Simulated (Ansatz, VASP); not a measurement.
# One calculation of ZrC2, two programs

```
CELL_PARAMETERS angstrom
3.10065 0.00000 0.00000
-1.55033 2.68525 0.00000
0.00000 0.00000 3.42349
ATOMIC_POSITIONS crystal
Zr 0.00000 0.00000 0.00000
C 0.33333 0.66667 0.50000
C 0.66667 0.33333 0.50000
```

Change from the starting cell: ordered vacancies on the cation sites of nickel arsenide (P-3m1, No. 164).

Alike in both runs: task relaxation of cell and atoms; functional PBE; k mesh 6 × 6 × 6; occupations gaussian, width 0.1 eV; no spin polarisation.

|  | VASP | Ansatz |
| --- | --- | --- |
| version | VASP 6.6.1 | Ansatz 0.2.0 |
| potentials or method | VASP PAW PBE potentials, release 64 (Zr_sv, C), cutoff 600 eV | scalar-relativistic, plane waves, PAW |
| valence electrons in the cell | 20 | 20 |

|  | VASP | Ansatz | Ansatz less VASP |
| --- | --- | --- | --- |
| gap on the k mesh at the Fermi level, each at its own relaxed structure (eV) | none | none | - |
| relaxed volume (Å³/atom) | 9.87 | 9.85 | -0.025 |
| relaxed length of the cell vector where the two differ most in proportion (Å) | 3.272 | 3.268 | -0.0041 |

A gap of «none» marks a metal or a gap that the smearing closes.

The k mesh is coarse, so the values compare programs but aren't converged.
